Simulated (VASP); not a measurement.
# Al (Fm-3m) in VASP: single point with PBEsol

Aim: the single point of Al with PBEsol.

Everything below comes from runs of VASP 6.6.1. Logs are shortened: lines on timing, memory, paths and dates and some standing lists are left out, and cuts for length are marked.

## (1) The cell of the first run

Symmetry: Fm-3m, No. 225, cubic system. The conventional cell has a = 4.015 Å, b = 4.015 Å, c = 4.015 Å, α = 90.00°, β = 90.00°, γ = 90.00°. Al (site symmetry m-3m) has 12 Al at 2.84 Å within 3.7 Å.

## (2) Single point, PBEsol

INCAR reads:

```
PREC     = Accurate       # precision mode
ENCUT    = 520            # plane-wave cutoff, eV
EDIFF    = 1E-6           # SCF threshold, eV
ISMEAR   = 0              # smearing method
SIGMA    = 0.1            # smearing width, eV
LREAL    = F              # projectors in reciprocal space
LASPH    = T              # aspherical terms in the spheres
NELM     = 100            # most SCF steps
ALGO     = Normal         # electronic algorithm
ISIF     = 2              # what is computed and relaxed
LWAVE    = F              # write WAVECAR
LCHARG   = F              # write CHGCAR
GGA      = PS             # functional
NBANDS   = 8              # bands
```

KPOINTS reads:

```
regular mesh
0
Gamma
  28 28 28
```

POSCAR reads:

```
Al
1.0
    0.0000000000      2.0073684325      2.0073684325
    2.0073684325      0.0000000000      2.0073684325
    2.0073684325      2.0073684325      0.0000000000
Al
1
Direct
    0.0000000000      0.0000000000      0.0000000000
```

Potentials or basis: VASP PAW PBE potentials, release 64 (Al).

Launch:

```sh
> cat potpaw_PBE.64/Al/POTCAR > POTCAR
> mpirun -np 1 vasp_std > vasp.out
```

OUTCAR:

```text
PREC = Accurate
   ENCUT = 520
   EDIFF = 1E-6
   ISMEAR = 0
   LREAL = F
   LASPH = T
   NELM = 100
   ISIF = 2
   GGA = PS

 ion  position               nearest neighbor table
   1  0.000  0.000  0.000-

  LATTYP: Found a face centered cubic cell.
 ALAT       =     4.0147368650

  Lattice vectors:

 A1 = (   0.0000000000,   2.0073684325,   2.0073684325)
 A2 = (   2.0073684325,   0.0000000000,   2.0073684325)
 A3 = (   2.0073684325,   2.0073684325,   0.0000000000)

Analysis of symmetry for initial positions (statically):
=====================================================================
 Subroutine PRICEL returns:
 Original cell was already a primitive cell.

 Routine SETGRP: Setting up the symmetry group for a
 face centered cubic supercell.

 Subroutine GETGRP returns: Found 48 space group operations
 (whereof 48 operations were pure point group operations)
 out of a pool of 48 trial point group operations.

The static configuration has the point symmetry O_h .

Analysis of symmetry for dynamics (positions and initial velocities):
=====================================================================
 Subroutine PRICEL returns:
 Original cell was already a primitive cell.

 Routine SETGRP: Setting up the symmetry group for a
 face centered cubic supercell.

 Subroutine GETGRP returns: Found 48 space group operations
 (whereof 48 operations were pure point group operations)
 out of a pool of 48 trial point group operations.

The dynamic configuration has the point symmetry O_h .

 Subroutine INISYM returns: Found 48 space group operations
 (whereof 48 operations are pure point group operations),
 and found     1 'primitive' translations

----------------------------------------------------------------------------------------

                                     Primitive cell

  volume of cell :      16.1775

  direct lattice vectors                    reciprocal lattice vectors
     0.000000000  2.007368432  2.007368432    -0.249082327  0.249082327  0.249082327
     2.007368432  0.000000000  2.007368432     0.249082327 -0.249082327  0.249082327
     2.007368432  2.007368432  0.000000000     0.249082327  0.249082327 -0.249082327

  length of vectors
     2.838847662  2.838847662  2.838847662     0.431423245  0.431423245  0.431423245

  position of ions in fractional coordinates (direct lattice)
[... 71 lines left out ...]
   ISPIN  =      1    spin polarized calculation?
   LNONCOLLINEAR =      F non collinear calculations
   LSORBIT =      F    spin-orbit coupling
   LASPH  =      T    aspherical Exc in radial PAW
   ENCUT  =  520.0 eV  38.22 Ry    6.18 a.u.   5.28  5.28  5.28*2*pi/ulx,y,z
   NELM   =    100;   NELMIN=  2; NELMDL= -5     # of ELM steps
   EDIFF  = 0.1E-05   stopping-criterion for ELM
   LREAL  =      F    real-space projection
   EDIFFG = 0.1E-04   stopping-criterion for IOM
   NSW    =      0    number of steps for IOM
   IBRION =     -1    ionic relax: 0-MD 1-quasi-New 2-CG
   NFREE  =      0    steps in history (QN), initial steepest desc. (CG)
   ISIF   =      2    stress and relaxation
   ISYM   =      2    0-nonsym 1-usesym 2-fastsym
   POTIM  = 0.5000    time-step for ionic-motion
   TEBEG  =    0.0;   TEEND  =   0.0 temperature during run
   PSTRESS=    0.0 pullay stress
   NELECT =       3.0000    total number of electrons
   NUPDOWN=      -1.0000    fix difference up-down
   EMIN   =  10.00;   EMAX   =-10.00  energy-range for DOS
   EFERMI =   0.00;   METHOD = LEGACY
   ISMEAR =     0;   SIGMA  =   0.10  broadening in eV -4-tet -1-fermi 0-gaus
   EFERMI_NEDOS =   21; number of points for ismear=-14 and -15
   IALGO  =     38    algorithm
   IMIX   =      4    mixing-type and parameters
     AMIX     =   0.40;   BMIX     =  1.00
     AMIX_MAG =   1.60;   BMIX_MAG =  1.00
  volume/ion in A,a.u.               =      16.18       109.17
  Fermi-wavevector in a.u.,A,eV,Ry     =   0.933566  1.764183 11.858085  0.871545
  Thomas-Fermi vector in A             =   2.060280
   LORBIT       =      0    0 simple, 1 ext, 2 COOP (PROOUT), +10 PAW based schemes
   GGA     = PS    functional components
   LHFCALC =     F    Hartree Fock is set to
   AEXX    =    0.0000 exact exchange contribution
   IVDW    =     0    specifies the selected vdW correction
   LEPSILON=     F    determine dielectric tensor
   LRPA    =     F    only Hartree local field effects (RPA)
 non-spin polarized calculation
 Gauss-broadening in eV      SIGMA  =   0.10
  energy-cutoff  :      520.00
  volume of cell :       16.18
 maximum number of plane-waves:       448
 NGX is ok and might be reduce to    24
   NGX = 11   NGY = 11   NGZ = 11

 number of electron       3.0000000 magnetization

 Free energy of the ion-electron system (eV)
  ---------------------------------------------------
  ext. energy  EPLUGINS =         0.00000000
  ---------------------------------------------------
  free energy    TOTEN  =        -4.09261473 eV

  energy without entropy =       -4.09054636  energy(sigma->0) =       -4.09158055

 E-fermi :   8.1562     XC(G=0): -10.3290

 val. band max:        8.1378759250   @ k =   0.5000   0.3929   0.0000
 cond. band min:       8.1587759107   @ k =  -0.3214   0.3929   0.0714
 fundamental gap:      0.0208999857
 Fermi energy:         8.1561966127

 k-point     1 :       0.0000    0.0000    0.0000
  band No.  band energies     occupation
      1      -3.1100      2.00000
      2      20.8612      0.00000
      3      20.8612      0.00000
      4      20.8612      0.00000
      5      22.5030      0.00000
      6      22.5030      0.00000
      7      22.5030      0.00000
      8      24.7852      0.00000
[... 243 lines left out ...]
 k-point    24 :       0.3214    0.0357    0.0000
  band No.  band energies     occupation
      1      -0.4653      2.00000
      2       9.5040      0.00000
      3      18.3379      0.00000
      4      19.4302      0.00000
      5      21.0743      0.00000
      6      22.8065      0.00000
      7      23.0628      0.00000
      8      26.3112      0.00000

 [... further k-points ...]
[... 5 lines left out ...]
  --------------------------------------------------------------------------------------
  -------------------------------------------------------------------------------------
  Total        0.0062104      0.0062104      0.0062104     -0.0000000      0.0000000      0.0000000
  in kB        0.6150625      0.6150625      0.6150625     -0.0000000      0.0000000      0.0000000
  external PRESSURE =       0.6150625 kB  Pullay stress =       0.0000000 kB

 VOLUME and BASIS-vectors are now :
 -----------------------------------------------------------------------------
  energy-cutoff  :      520.00
  volume of cell :       16.18
      direct lattice vectors                 reciprocal lattice vectors
     0.000000000  2.007368432  2.007368432    -0.249082327  0.249082327  0.249082327
     2.007368432  0.000000000  2.007368432     0.249082327 -0.249082327  0.249082327
     2.007368432  2.007368432  0.000000000     0.249082327  0.249082327 -0.249082327

 POSITION                                       TOTAL-FORCE (eV/Angst)
 -----------------------------------------------------------------------------------
      0.00000      0.00000      0.00000         0.000000     -0.000000     -0.000000
 -----------------------------------------------------------------------------------
    total drift:                               -0.000000      0.000000      0.000000

  FREE ENERGIE OF THE ION-ELECTRON SYSTEM (eV)
  ---------------------------------------------------
  free  energy   TOTEN  =        -4.0926147318 eV

  energy  without entropy=       -4.0905463627  energy(sigma->0) =       -4.09158055
```

stdout:

```text
POSCAR found type information on POSCAR Al
 POSCAR found :  1 types and       1 ions
 scaLAPACK will be used
 -----------------------------------------------------------------------------
|                                                                             |
|                                                                             |
|     You enforced a specific xc type in the INCAR file but a different       |
|     I HOPE YOU KNOW WHAT YOU ARE DOING!                                     |
|                                                                             |
 -----------------------------------------------------------------------------

 LDA part: xc-table for (Slater+PW92), standard interpolation
 POSCAR, INCAR and KPOINTS ok, starting setup
 FFT: planning ... GRIDC
 FFT: planning ... GRID_SOFT
 FFT: planning ... GRID
 WAVECAR not read
 entering main loop
```

Run time: 2.8 min. Hardware: 1 thread of AMD EPYC 7R13, shared host; peak memory 0.16 GiB.

What came out:

```yaml
Free_energy: -4.0926 eV
Pressure: 0.1 GPa
```

Caveat: the PAW data sets were made with another functional, which shifts forces and pressure a little.
